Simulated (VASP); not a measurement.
# KCl in VASP: further runs, part 2 of 2

VASP 6.6.1. The steps go on from the part before.

## 3. Single point, r2SCAN

Contents of POSCAR:

```
KCl
1.0
    3.8391960000     -0.0383919600     -0.0383919600
   -0.0383919600      3.8391960000     -0.0383919600
   -0.0383919600     -0.0383919600      3.8391960000
K Cl
1 1
Direct
    0.0000000000      0.0000000000      0.0000000000
    0.5000000000      0.5000000000      0.5000000000
```

Contents of INCAR.step1:

```
SYSTEM = KCl
ALGO = Normal ; EDIFF = 1E-5
ENCUT = 550 ; GGA = PE
GGA_COMPAT = .FALSE. ; ISMEAR = 0
LASPH = .TRUE. ; LCHARG = .FALSE.
LREAL = .FALSE. ; LWAVE = .TRUE.
NBANDS = 15 ; NELM = 120
PREC = Accurate ; SIGMA = 0.02
```

Contents of INCAR.step2:

```
SYSTEM = KCl
ALGO = Normal ; EDIFF = 1E-6
ENCUT = 550 ; GGA_COMPAT = .FALSE.
ISIF = 2 ; ISMEAR = 0
ISTART = 1 ; LASPH = .TRUE.
LCHARG = .FALSE. ; LMIXTAU = .TRUE.
LREAL = .FALSE. ; LWAVE = .FALSE.
METAGGA = R2SCAN ; NBANDS = 15
NELM = 120 ; PREC = Accurate
SIGMA = 0.02
```

Contents of KPOINTS:

```
k-points
0
G
  5 5 5
  0 0 0
```

Potentials or basis: VASP PAW PBE potentials, release 64 (K_sv, Cl).

On the command line:

```console
$ cat potpaw_PBE.64/K_sv/POTCAR potpaw_PBE.64/Cl/POTCAR > POTCAR
$ cp INCAR.step1 INCAR
$ mpirun -np 1 vasp_std > vasp.out
$ cp INCAR.step2 INCAR
$ mpirun -np 1 vasp_std > vasp.out
```

OUTCAR:

```text
SYSTEM = KCl
   EDIFF = 1E-6
   ENCUT = 550
   ISIF = 2
   ISMEAR = 0
   ISTART = 1
   LASPH = .TRUE.
   LREAL = .FALSE.
   METAGGA = R2SCAN
   NELM = 120
   PREC = Accurate

 ion  position               nearest neighbor table
   1  0.000  0.000  0.000-
   2  0.500  0.500  0.500-

  LATTYP: Found a trigonal (rhomboedric) cell.
 ALAT       =     3.8395799004
 COS(alpha) =    -0.0198960208

  Lattice vectors:

[... 520 lines left out ...]
     15      12.0711      0.00000

------------------------ aborting loop because EDIFF is reached ----------------------------------------

  FORCE on cell =-STRESS in cart. coord.  units (eV):
  Direction    XX          YY          ZZ          XY          YZ          ZX
  --------------------------------------------------------------------------------------
  -------------------------------------------------------------------------------------
  Total       -0.3740727     -0.3740727     -0.3740727      0.0448754      0.0448754      0.0448754
  in kB      -10.5944135    -10.5944135    -10.5944135      1.2709530      1.2709530      1.2709530
  external PRESSURE =     -10.5944135 kB  Pullay stress =       0.0000000 kB

 VOLUME and BASIS-vectors are now :
 -----------------------------------------------------------------------------
  energy-cutoff  :      550.00
  volume of cell :       56.57
      direct lattice vectors                 reciprocal lattice vectors
     3.839196000 -0.038391960 -0.038391960     0.260523834  0.002631554  0.002631554
    -0.038391960  3.839196000 -0.038391960     0.002631554  0.260523834  0.002631554
    -0.038391960 -0.038391960  3.839196000     0.002631554  0.002631554  0.260523834

 POSITION                                       TOTAL-FORCE (eV/Angst)
 -----------------------------------------------------------------------------------
      0.00000      0.00000      0.00000        -0.000000      0.000000      0.000000
      1.88121      1.88121      1.88121         0.000000     -0.000000     -0.000000
 -----------------------------------------------------------------------------------
    total drift:                                0.000000      0.000000     -0.000000

  FREE ENERGIE OF THE ION-ELECTRON SYSTEM (eV)
  ---------------------------------------------------
  free  energy   TOTEN  =       -16.3968746484 eV

  energy  without entropy=      -16.3968746484  energy(sigma->0) =      -16.39687465
```

OUTCAR.step1:

```text
SYSTEM = KCl
   EDIFF = 1E-5
   ENCUT = 550
   GGA = PE
   ISMEAR = 0
   LASPH = .TRUE.
   LREAL = .FALSE.
[... 556 lines left out ...]
      0.00000      0.00000      0.00000        -0.000000      0.000000     -0.000000
      1.88121      1.88121      1.88121         0.000000     -0.000000      0.000000
 -----------------------------------------------------------------------------------
    total drift:                                0.000000      0.000000     -0.000000

  FREE ENERGIE OF THE ION-ELECTRON SYSTEM (eV)
  ---------------------------------------------------
  free  energy   TOTEN  =        -6.6542184847 eV

  energy  without entropy=       -6.6542184847  energy(sigma->0) =       -6.65421848
```

OSZICAR.step1:

```text
N       E                     dE             d eps       ncg     rms          rms(c)
DAV:   1     0.109189224618E+03    0.10919E+03   -0.75579E+03   570   0.101E+03
DAV:   2    -0.530646386225E+00   -0.10972E+03   -0.10187E+03   732   0.255E+02
DAV:   3    -0.673738975973E+01   -0.62067E+01   -0.61748E+01   802   0.531E+01
DAV:   4    -0.696764042435E+01   -0.23025E+00   -0.23013E+00   833   0.916E+00
DAV:   5    -0.697021168096E+01   -0.25713E-02   -0.25712E-02   816   0.102E+00    0.291E+00
DAV:   6    -0.668637019569E+01    0.28384E+00   -0.31147E-01   668   0.320E+00    0.241E+00
DAV:   7    -0.665202515958E+01    0.34345E-01   -0.90568E-02   773   0.195E+00    0.146E+00
DAV:   8    -0.665390379143E+01   -0.18786E-02   -0.17169E-02   806   0.102E+00    0.208E-01
DAV:   9    -0.665394572149E+01   -0.41930E-04   -0.80625E-04   731   0.204E-01    0.111E-01
DAV:  10    -0.665422292633E+01   -0.27720E-03   -0.37816E-04   675   0.153E-01    0.286E-02
DAV:  11    -0.665421848471E+01    0.44416E-05   -0.17303E-05   692   0.314E-02
   1 F= -.66542185E+01 E0= -.66542185E+01  d E =-.761459E-12
```

Wall time 62 s (1 thread of Intel Xeon Platinum 8259CL at 2.50GHz (Skylake/Cascade Lake), shared host); peak memory 0.17 GiB.

Results:

```
Free energy            : -16.3969 eV
Pressure               : -1.1 GPa
Band gap on the k mesh : 5.60 eV (least direct gap 5.75 eV)
```

Levels at points of the mesh, in eV from the valence-band top:
| k point | band 4 | band 5 | band 6 | band 7 | band 8 | band 9 | band 10 | band 11 | band 12 | band 13 |
| --- | --- | --- | --- | --- | --- | --- | --- | --- | --- | --- |
| (0.00, 0.00, 0.00) | -11.75 | -11.75 | -0.19 | -0.16 | -0.16 | 5.60 | 7.19 | 7.19 | 11.40 | 11.55 |

Caveat: the PAW data sets were made with another functional, which shifts forces and pressure a little.

## 4. Single point, r2SCAN

Contents of POSCAR:

```
KCl
1.0
    3.8391960000     -0.0191959800     -0.0191959800
   -0.0191959800      3.8391960000     -0.0191959800
   -0.0191959800     -0.0191959800      3.8391960000
K Cl
1 1
Direct
    0.0000000000      0.0000000000      0.0000000000
    0.5000000000      0.5000000000      0.5000000000
```

Contents of INCAR.step1:

```
PREC = Accurate ; ENCUT = 550
ISMEAR = 0 ; SIGMA = 0.02
LREAL = F ; LASPH = T
NELM = 120 ; NBANDS = 15
GGA = PE ; ALGO = Normal
EDIFF = 1E-5 ; LWAVE = T
LCHARG = F ; GGA_COMPAT = F
```

Contents of INCAR.step2:

```
PREC = Accurate ; ENCUT = 550
EDIFF = 1E-6 ; ISMEAR = 0
SIGMA = 0.02 ; LREAL = F
LASPH = T ; NELM = 120
ALGO = Normal ; ISIF = 2
LWAVE = F ; LCHARG = F
METAGGA = R2SCAN ; LMIXTAU = T
NBANDS = 15 ; ISTART = 1
GGA_COMPAT = F
```

Contents of KPOINTS:

```
Automatic mesh
0
Gamma
  5 5 5
```

Potentials or basis: VASP PAW PBE potentials, release 64 (K_sv, Cl).

On the command line:

```console
$ cat potpaw_PBE.64/K_sv/POTCAR potpaw_PBE.64/Cl/POTCAR > POTCAR
$ cp INCAR.step1 INCAR
$ mpirun -np 1 vasp_std > vasp.out
$ cp INCAR.step2 INCAR
$ mpirun -np 1 vasp_std > vasp.out
```

OUTCAR:

```text
PREC = Accurate
   ENCUT = 550
   EDIFF = 1E-6
   ISMEAR = 0
   LREAL = F
   LASPH = T
   NELM = 120
   ISIF = 2
   METAGGA = R2SCAN
   ISTART = 1

 ion  position               nearest neighbor table
   1  0.000  0.000  0.000-
   2  0.500  0.500  0.500-

  LATTYP: Found a trigonal (rhomboedric) cell.
 ALAT       =     3.8392919787
 COS(alpha) =    -0.0099745013

  Lattice vectors:

 A1 = (   3.8391960000,  -0.0191959800,  -0.0191959800)
 A2 = (  -0.0191959800,   3.8391960000,  -0.0191959800)
 A3 = (  -0.0191959800,  -0.0191959800,   3.8391960000)

Analysis of symmetry for initial positions (statically):
=====================================================================
 Subroutine PRICEL returns:
 Original cell was already a primitive cell.

 Routine SETGRP: Setting up the symmetry group for a
 trigonal (rhombohedral) supercell.

 Subroutine GETGRP returns: Found 12 space group operations
 (whereof 12 operations were pure point group operations)
 out of a pool of 12 trial point group operations.

The static configuration has the point symmetry D_3d.
[... 166 lines left out ...]
      2     -14.3589      2.00000
      3     -13.0248      2.00000
      4     -13.0248      2.00000
      5     -13.0236      2.00000
      6      -1.4471      2.00000
      7      -1.4311      2.00000
      8      -1.4311      2.00000
      9       4.3267      0.00000
     10       5.9156      0.00000
     11       5.9156      0.00000
     12      10.1820      0.00000
     13      10.2591      0.00000
     14      10.2591      0.00000
[... 311 lines left out ...]
      2     -14.0040      2.00000
      3     -13.1784      2.00000
      4     -13.1755      2.00000
      5     -13.1614      2.00000
      6      -2.4533      2.00000
      7      -2.4481      2.00000
      8      -2.4025      2.00000
      9       7.6569      0.00000
     10       8.0600      0.00000
     11       8.1852      0.00000
     12       9.1908      0.00000
     13       9.4506      0.00000
     14       9.5811      0.00000
     15      12.0708      0.00000

------------------------ aborting loop because EDIFF is reached ----------------------------------------

  FORCE on cell =-STRESS in cart. coord.  units (eV):
  Direction    XX          YY          ZZ          XY          YZ          ZX
  --------------------------------------------------------------------------------------
  -------------------------------------------------------------------------------------
  Total       -0.3836869     -0.3836869     -0.3836869      0.0199812      0.0199812      0.0199812
  in kB      -10.8642396    -10.8642396    -10.8642396      0.5657745      0.5657745      0.5657745
  external PRESSURE =     -10.8642396 kB  Pullay stress =       0.0000000 kB

 VOLUME and BASIS-vectors are now :
 -----------------------------------------------------------------------------
  energy-cutoff  :      550.00
  volume of cell :       56.58
      direct lattice vectors                 reciprocal lattice vectors
     3.839196000 -0.019195980 -0.019195980     0.260484292  0.001308966  0.001308966
    -0.019195980  3.839196000 -0.019195980     0.001308966  0.260484292  0.001308966
    -0.019195980 -0.019195980  3.839196000     0.001308966  0.001308966  0.260484292

 POSITION                                       TOTAL-FORCE (eV/Angst)
 -----------------------------------------------------------------------------------
      0.00000      0.00000      0.00000         0.000000      0.000000     -0.000000
      1.90040      1.90040      1.90040        -0.000000     -0.000000      0.000000
 -----------------------------------------------------------------------------------
    total drift:                                0.000000      0.000000     -0.000000

  FREE ENERGIE OF THE ION-ELECTRON SYSTEM (eV)
  ---------------------------------------------------
  free  energy   TOTEN  =       -16.3977482000 eV

  energy  without entropy=      -16.3977482000  energy(sigma->0) =      -16.39774820
```

Wall time 63 s (1 thread of Intel Xeon Platinum 8259CL at 2.50GHz (Skylake/Cascade Lake), shared host); peak memory 0.17 GiB.

Results:

| Item | Value |
| --- | --- |
| Free energy | -16.3977 eV |
| Pressure | -1.1 GPa |
| Band gap on the k mesh | 5.60 eV (least direct gap 5.76 eV) |

Caveat: the PAW data sets were made with another functional, which shifts forces and pressure a little.

## 5. Summary

| cell | gap on the mesh (eV) | pressure (GPa) |
| --- | --- | --- |
| a = 3.839 Å, 2 atoms | 5.60 | -1.1 |
| a = 3.840 Å, angles 91.1°, 2 atoms | 5.60 | -1.1 |
| a = 3.839 Å, angles 90.6°, 2 atoms | 5.60 | -1.1 |

Alike in all rows: task single point; level r2SCAN; potentials or basis VASP PAW PBE potentials, release 64 (K_sv, Cl); no spin polarisation; k mesh 5 × 5 × 5; cutoff (eV) 550; smearing gaussian 0.02 eV.

Caveats: the PAW data sets were made with another functional, which shifts forces and pressure a little; an odd mesh through Γ misses points on the zone boundary, where band edges can lie (at least some runs).

Absolute energies hang on the potentials; compare differences alone.
